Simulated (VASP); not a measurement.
# TbGa2O3 (P4/mmm) in VASP: further runs

TbGa2O3 is run at these levels: PBE; tasks: relaxation of cell and atoms.

Everything below comes from runs of VASP 6.6.1. Logs are shortened: lines on timing, memory, paths and dates and some standing lists are left out, and cuts for length are marked.

## (1) The cell of the first run

The structure is tetragonal, space group P4/mmm (No. 123). The conventional cell has a = 3.202 Å, b = 3.202 Å, c = 8.386 Å, α = 90.00°, β = 90.00°, γ = 90.00°. Tb (site symmetry 4/mmm) has 6 O at 2.26 to 2.32 Å within 3.0 Å. Ga (site symmetry 4mm) has 5 O at 2.33 to 2.89 Å and 5 Ga at 2.61 to 3.20 Å within 3.3 Å. Within 3.3 Å of O (site symmetry 4mm) lie 1 Tb at 2.32 Å and 4 Ga at 2.33 Å and 8 O at 3.20 to 3.24 Å. Within 3.0 Å of O (site symmetry 4/mmm) lie 4 Tb at 2.26 Å and 2 Ga at 2.89 Å.

The cell was generated, and may not be a known phase.

## (2) Relaxation of cell and atoms, PBE

File INCAR:

```
SYSTEM = TbGa2O3
PREC = Accurate ; ENCUT = 600
EDIFF = 1E-7 ; ISMEAR = 0
SIGMA = 0.1 ; LREAL = .FALSE.
LASPH = .TRUE. ; NELM = 200
ALGO = Normal ; ISIF = 3
LWAVE = .FALSE. ; LCHARG = .FALSE.
GGA = PE ; IBRION = 2
NSW = 100 ; EDIFFG = -0.01
GGA_COMPAT = .FALSE. ; NELMIN = 4
LMAXMIX = 6
```

File KPOINTS:

```
regular mesh
0
G
  10 10 4
  0 0 0
```

File POSCAR:

```
TbGa2O3
1.0
    3.2019695775      0.0000000000      0.0000000000
    0.0000000000      3.2019695775      0.0000000000
    0.0000000000      0.0000000000      8.3861637183
Tb Ga O
1 2 3
Direct
    0.5000000000      0.5000000000      0.5000000000
    0.0000000000      0.0000000000      0.1558966624
    0.0000000000      0.0000000000      0.8441033376
    0.5000000000      0.5000000000      0.2228473316
    0.5000000000      0.5000000000      0.7771526684
    0.0000000000      0.0000000000      0.5000000000
```

Potentials or basis: VASP PAW PBE potentials, release 64 (Tb_3, Ga_d, O), 4f in core.

Command:

```
> cat potpaw_PBE.64/Tb_3/POTCAR potpaw_PBE.64/Ga_d/POTCAR potpaw_PBE.64/O/POTCAR > POTCAR
> mpirun -np 1 vasp_std > vasp.out
```

OUTCAR:

```text
SYSTEM = TbGa2O3
   PREC = Accurate
   ENCUT = 600
   EDIFF = 1E-7
   ISMEAR = 0
   LREAL = .FALSE.
   LASPH = .TRUE.
   NELM = 200
   ISIF = 3
   GGA = PE
   IBRION = 2
   NSW = 100
   EDIFFG = -0.01
   NELMIN = 4

 ion  position               nearest neighbor table
   1  0.500  0.500  0.500-   6 2.26   6 2.26   6 2.26   6 2.26   4 2.32   5 2.32
   2  0.000  0.000  0.156-   4 2.33   4 2.33   4 2.33   4 2.33   3 2.61
   3  0.000  0.000  0.844-   5 2.33   5 2.33   5 2.33   5 2.33   2 2.61
   4  0.500  0.500  0.223-   1 2.32   2 2.33   2 2.33   2 2.33   2 2.33
   5  0.500  0.500  0.777-   1 2.32   3 2.33   3 2.33   3 2.33   3 2.33
   6  0.000  0.000  0.500-   1 2.26   1 2.26   1 2.26   1 2.26

  LATTYP: Found a simple tetragonal cell.
 ALAT       =     3.2019695775
 C/A-ratio  =     2.6190641464

  Lattice vectors:

 A1 = (   3.2019695775,   0.0000000000,   0.0000000000)
 A2 = (   0.0000000000,   3.2019695775,   0.0000000000)
 A3 = (   0.0000000000,   0.0000000000,   8.3861637183)

Analysis of symmetry for initial positions (statically):
=====================================================================
 Subroutine PRICEL returns:
 Original cell was already a primitive cell.

 Routine SETGRP: Setting up the symmetry group for a
 simple tetragonal supercell.

 Subroutine GETGRP returns: Found 16 space group operations
 (whereof 16 operations were pure point group operations)
 out of a pool of 16 trial point group operations.

The static configuration has the point symmetry D_4h.

Analysis of symmetry for dynamics (positions and initial velocities):
=====================================================================
 Subroutine PRICEL returns:
 Original cell was already a primitive cell.

 Routine SETGRP: Setting up the symmetry group for a
 simple tetragonal supercell.

 Subroutine GETGRP returns: Found 16 space group operations
 (whereof 16 operations were pure point group operations)
 out of a pool of 16 trial point group operations.

The dynamic configuration has the point symmetry D_4h.

 Subroutine INISYM returns: Found 16 space group operations
 (whereof 16 operations are pure point group operations),
 and found     1 'primitive' translations

----------------------------------------------------------------------------------------

                                     Primitive cell

  volume of cell :      85.9801

  direct lattice vectors                    reciprocal lattice vectors
     3.201969577  0.000000000  0.000000000     0.312307777  0.000000000  0.000000000
     0.000000000  3.201969577  0.000000000     0.000000000  0.312307777  0.000000000
     0.000000000  0.000000000  8.386163718     0.000000000  0.000000000  0.119244035

  length of vectors
     3.201969577  3.201969577  8.386163718     0.312307777  0.312307777  0.119244035

  position of ions in fractional coordinates (direct lattice)
     0.500000000  0.500000000  0.500000000
     0.000000000  0.000000000  0.155896662
     0.000000000  0.000000000  0.844103338
     0.500000000  0.500000000  0.222847332
     0.500000000  0.500000000  0.777152668
     0.000000000  0.000000000  0.500000000

  ion indices of the primitive-cell ions
   primitive index   ion index
                 1           1
                 2           2
                 3           3
                 4           4
                 5           5
                 6           6

----------------------------------------------------------------------------------------

 KPOINTS: regular mesh

Automatic generation of k-mesh.
 Grid dimensions read from file:
 generate k-points for:   10   10    4

 Generating k-lattice:

  Cartesian coordinates                     Fractional coordinates (reciprocal lattice)
     0.031230778  0.000000000  0.000000000     0.100000000  0.000000000  0.000000000
     0.000000000  0.031230778  0.000000000     0.000000000  0.100000000  0.000000000
     0.000000000  0.000000000  0.029811009     0.000000000  0.000000000  0.250000000

  Length of vectors
     0.031230778  0.031230778  0.029811009

  Shift w.r.t. Gamma in fractional coordinates (k-lattice)
     0.000000000  0.000000000  0.000000000

 Subroutine IBZKPT returns following result:
 ===========================================

 Found     63 irreducible k-points:

 Following reciprocal coordinates:
            Coordinates               Weight
  0.000000  0.000000  0.000000      1.000000
  0.100000  0.000000  0.000000      4.000000
  0.200000  0.000000  0.000000      4.000000
  0.300000  0.000000  0.000000      4.000000
  0.400000  0.000000  0.000000      4.000000
  0.500000  0.000000  0.000000      2.000000
[... 16 lines left out ...]
  0.100000  0.000000  0.250000      8.000000
  0.200000  0.000000  0.250000      8.000000
 [... further k-points ...]
   k-points           NKPTS =     63   k-points in BZ     NKDIM =     63   number of bands    NBANDS=     31
   number of dos      NEDOS =    301   number of ions     NIONS =      6
   total plane-waves  NPLWV =  54880
   dimension x,y,z NGX =    28 NGY =   28 NGZ =   70
   dimension x,y,z NGXF=    56 NGYF=   56 NGZF=  140
   ions per type =               1   2   3
   NGX,Y,Z   is equivalent  to a cutoff of  14.54, 14.54, 13.88 a.u.
   NGXF,Y,Z  is equivalent  to a cutoff of  29.08, 29.08, 27.75 a.u.
 SYSTEM =  TbGa2O3
   PREC   = accura    normal or accurate (medium, high low for compatibility)
   ISTART =      0    job   : 0-new  1-cont  2-samecut
   ICHARG =      2    charge: 1-file 2-atom 10-const
   ISPIN  =      1    spin polarized calculation?
   LNONCOLLINEAR =      F non collinear calculations
   LSORBIT =      F    spin-orbit coupling
   LASPH  =      T    aspherical Exc in radial PAW
   ENCUT  =  600.0 eV  44.10 Ry    6.64 a.u.   6.40  6.40 16.75*2*pi/ulx,y,z
   NELM   =    200;   NELMIN=  4; NELMDL= -5     # of ELM steps
   EDIFF  = 0.1E-06   stopping-criterion for ELM
   LREAL  =      F    real-space projection
   EDIFFG = -.1E-01   stopping-criterion for IOM
   NSW    =    100    number of steps for IOM
   IBRION =      2    ionic relax: 0-MD 1-quasi-New 2-CG
   NFREE  =      1    steps in history (QN), initial steepest desc. (CG)
   ISIF   =      3    stress and relaxation
   ISYM   =      2    0-nonsym 1-usesym 2-fastsym
   POTIM  = 0.5000    time-step for ionic-motion
   TEBEG  =    0.0;   TEEND  =   0.0 temperature during run
   PSTRESS=    0.0 pullay stress
   NELECT =      53.0000    total number of electrons
   NUPDOWN=      -1.0000    fix difference up-down
   EMIN   =  10.00;   EMAX   =-10.00  energy-range for DOS
   EFERMI =   0.00;   METHOD = LEGACY
   ISMEAR =     0;   SIGMA  =   0.10  broadening in eV -4-tet -1-fermi 0-gaus
   EFERMI_NEDOS =   21; number of points for ismear=-14 and -15
   IALGO  =     38    algorithm
   IMIX   =      4    mixing-type and parameters
     AMIX     =   0.40;   BMIX     =  1.00
     AMIX_MAG =   1.60;   BMIX_MAG =  1.00
  volume/ion in A,a.u.               =      14.33        96.70
  Fermi-wavevector in a.u.,A,eV,Ry     =   1.393267  2.632892 26.411516  1.941192
  Thomas-Fermi vector in A             =   2.516929
   LORBIT       =      0    0 simple, 1 ext, 2 COOP (PROOUT), +10 PAW based schemes
   GGA     = PE    functional components
   LHFCALC =     F    Hartree Fock is set to
   AEXX    =    0.0000 exact exchange contribution
   IVDW    =     0    specifies the selected vdW correction
   LEPSILON=     F    determine dielectric tensor
   LRPA    =     F    only Hartree local field effects (RPA)
 conjugate gradient relaxation of ions
 non-spin polarized calculation
 Gauss-broadening in eV      SIGMA  =   0.10
  energy-cutoff  :      600.00
  volume of cell :       85.98
 maximum number of plane-waves:      2896
 NGX is ok and might be reduce to    28
   NGX = 13   NGY = 13   NGZ = 33

--------------------------------------- Ionic step        1  -------------------------------------------

 number of electron      53.0000001 magnetization

 Free energy of the ion-electron system (eV)
  ---------------------------------------------------
  ext. energy  EPLUGINS =         0.00000000
  ---------------------------------------------------
  free energy    TOTEN  =       -36.15544386 eV

  energy without entropy =      -36.14958256  energy(sigma->0) =      -36.15251321

------------------------ aborting loop because EDIFF is reached ----------------------------------------

  FORCE on cell =-STRESS in cart. coord.  units (eV):
  Direction    XX          YY          ZZ          XY          YZ          ZX
  --------------------------------------------------------------------------------------
  -------------------------------------------------------------------------------------
  Total        0.2843407      0.2843407      0.2567529      0.0000000     -0.0000000     -0.0000000
  in kB        5.2984874      5.2984874      4.7844080      0.0000000     -0.0000000     -0.0000000
  external PRESSURE =       5.1271276 kB  Pullay stress =       0.0000000 kB

 VOLUME and BASIS-vectors are now :
 -----------------------------------------------------------------------------
  energy-cutoff  :      600.00
  volume of cell :       85.98
      direct lattice vectors                 reciprocal lattice vectors
     3.201969577  0.000000000  0.000000000     0.312307777  0.000000000  0.000000000
     0.000000000  3.201969577  0.000000000     0.000000000  0.312307777  0.000000000
     0.000000000  0.000000000  8.386163718     0.000000000  0.000000000  0.119244035
[... 161 lines left out ...]
 POSITION                                       TOTAL-FORCE (eV/Angst)
 -----------------------------------------------------------------------------------
      1.60359      1.60359      4.19439         0.000000     -0.000000      0.000000
     -0.00000      3.20718      1.31213         0.000000      0.000000     -0.012239
      3.20718     -0.00000      7.07665        -0.000000     -0.000000      0.012239
      1.60359      1.60359      1.86459        -0.000000     -0.000000      0.000170
      1.60359      1.60359      6.52418         0.000000      0.000000     -0.000170
     -0.00000     -0.00000      4.19439         0.000000     -0.000000      0.000000
 -----------------------------------------------------------------------------------
    total drift:                                0.000000      0.000000      0.000000

  FREE ENERGIE OF THE ION-ELECTRON SYSTEM (eV)
  ---------------------------------------------------
  free  energy   TOTEN  =       -36.1565578666 eV

  energy  without entropy=      -36.1506767695  energy(sigma->0) =      -36.15361732

--------------------------------------- Ionic step        6  -------------------------------------------

 number of electron      53.0000000 magnetization

 Free energy of the ion-electron system (eV)
  ---------------------------------------------------
  ext. energy  EPLUGINS =         0.00000000
  ---------------------------------------------------
  free energy    TOTEN  =       -36.15658261 eV

  energy without entropy =      -36.15071727  energy(sigma->0) =      -36.15364994

 E-fermi :   5.0776     XC(G=0): -10.8575

 val. band max:        5.0684657741   @ k =   0.3000   0.0000   0.5000
 cond. band min:       5.1119706530   @ k =   0.2000   0.2000   0.2500
 fundamental gap:      0.0435048788
 Fermi energy:         5.0776330247

 k-point     1 :       0.0000    0.0000    0.0000
  band No.  band energies     occupation
      1     -17.8188      2.00000
      2     -17.1725      2.00000
      3     -17.1725      2.00000
      4     -14.4712      2.00000
      5     -13.8649      2.00000
      6     -13.3576      2.00000
[... 805 lines left out ...]
     30       9.2209      0.00000
     31       9.5526      0.00000

 [... further k-points ...]

------------------------ aborting loop because EDIFF is reached ----------------------------------------

  FORCE on cell =-STRESS in cart. coord.  units (eV):
  Direction    XX          YY          ZZ          XY          YZ          ZX
  --------------------------------------------------------------------------------------
  -------------------------------------------------------------------------------------
  Total        0.0296283      0.0296283      0.0454398      0.0000000      0.0000000     -0.0000000
  in kB        0.5502219      0.5502219      0.8438558      0.0000000      0.0000000     -0.0000000
  external PRESSURE =       0.6480999 kB  Pullay stress =       0.0000000 kB

 VOLUME and BASIS-vectors are now :
 -----------------------------------------------------------------------------
  energy-cutoff  :      600.00
  volume of cell :       86.27
      direct lattice vectors                 reciprocal lattice vectors
     3.208005658 -0.000000000 -0.000000000     0.311720149 -0.000000000  0.000000000
    -0.000000000  3.208005658  0.000000000     0.000000000  0.311720149  0.000000000
    -0.000000000 -0.000000000  8.383176948     0.000000000 -0.000000000  0.119286519

 POSITION                                       TOTAL-FORCE (eV/Angst)
 -----------------------------------------------------------------------------------
      1.60400      1.60400      4.19159         0.000000     -0.000000      0.000000
     -0.00000     -0.00000      1.31104         0.000000      0.000000     -0.004368
     -0.00000     -0.00000      7.07214        -0.000000     -0.000000      0.004368
      1.60400      1.60400      1.86296         0.000000      0.000000     -0.004746
      1.60400      1.60400      6.52022        -0.000000     -0.000000      0.004746
     -0.00000      3.20801      4.19159         0.000000     -0.000000      0.000000
 -----------------------------------------------------------------------------------
    total drift:                                0.000000      0.000000      0.000000

  FREE ENERGIE OF THE ION-ELECTRON SYSTEM (eV)
  ---------------------------------------------------
  free  energy   TOTEN  =       -36.1565826088 eV

  energy  without entropy=      -36.1507172681  energy(sigma->0) =      -36.15364994

 reached required accuracy - stopping structural energy minimisation
```

It took 17 min on 1 thread of AMD EPYC 7R43 (Zen 3), shared host; peak memory 0.32 GiB.

What came out:

```
Free energy                           : -36.1566 eV
Relaxed volume                        : 14.38 Å³/atom
Relaxed cell                          : a = 3.208 Å, b = 3.208 Å, c = 8.383 Å, α = 90.00°, β = 90.00°, γ = 90.00°
Space group after relaxing (to 0.1 Å) : P4/mmm (No. 123)
Energy gained by relaxing             : 0.2 meV/atom
Ionic steps                           : 6
Pressure after relaxing               : 0.1 GPa
Largest force after relaxing          : 0.005 eV/Å
Band gap on the k mesh                : zero (an odd number of electrons rules out a gap without spin polarisation)
```

Forces in eV/Å, atoms in the order of the input:
```
Tb   0.000  0.000  0.000
Ga   0.000  0.000 -0.004
Ga   0.000  0.000  0.004
O    0.000  0.000 -0.005
O    0.000  0.000  0.005
O    0.000  0.000  0.000
```

The path:
| step | energy change (eV) | largest force (eV/Å) | pressure (GPa) | volume (Å³) |
| --- | --- | --- | --- | --- |
| 1 | 0.0000 | 0.0779 | 0.51 | 85.98 |
| 2 | -0.0008 | 0.0103 | -0.29 | 86.55 |
| 3 | -0.0010 | 0.0224 | -0.07 | 86.39 |
| 4 | -0.0011 | 0.0092 | -0.03 | 86.34 |
| 5 | -0.0011 | 0.0122 | 0.00 | 86.29 |
| 6 | -0.0011 | 0.0047 | 0.06 | 86.27 |

Final structure:
```yaml
crystal:
  lattice:
    - [3.20801, 0.00000, 0.00000]
    - [0.00000, 3.20801, 0.00000]
    - [0.00000, 0.00000, 8.38318]
  atoms:
    - { symbol: Tb, position: [0.50000, 0.50000, 0.50000] }
    - { symbol: Ga, position: [0.00000, 0.00000, 0.15639] }
    - { symbol: Ga, position: [0.00000, 0.00000, 0.84361] }
    - { symbol: O, position: [0.50000, 0.50000, 0.22223] }
    - { symbol: O, position: [0.50000, 0.50000, 0.77777] }
    - { symbol: O, position: [0.00000, 0.00000, 0.50000] }
```

Levels at points of the mesh, in eV from the Fermi level:
| k point | band 25 | band 26 | band 27 | band 28 | band 29 | band 30 |
| --- | --- | --- | --- | --- | --- | --- |
| (0.00, 0.00, 0.00) | -3.66 | -3.66 | -1.63 | -0.77 | 0.46 | 4.83 |
| (0.50, 0.00, 0.00) | -3.13 | -2.41 | 0.82 | 1.73 | 3.03 | 3.10 |
| (0.50, 0.50, 0.00) | -3.74 | -2.92 | -1.14 | 1.69 | 1.69 | 1.97 |
| (0.00, 0.00, 0.50) | -3.61 | -3.13 | -2.26 | -0.77 | 1.36 | 3.91 |
| (0.50, 0.00, 0.50) | -3.11 | -2.12 | 1.11 | 1.84 | 2.97 | 3.55 |
| (0.50, 0.50, 0.50) | -3.64 | -3.22 | -1.92 | 1.38 | 1.38 | 2.85 |

Caveat: spin-orbit coupling is left out, which moves the levels of the heavy elements; the 4f electrons are frozen in the core, so they carry no moment and show no levels; an odd number of electrons without spin polarisation forces a metal; a magnetic or distorted state may lie lower; the run has no spin polarisation, though such a crystal can be magnetic. With open d or f shells a metallic result of PBE can be an artefact of self-interaction; +U or a hybrid may open a gap.

(Part 1 of 2 ends here.)

The gap in the log of VASP goes by the Fermi energy; the results here count the filled bands.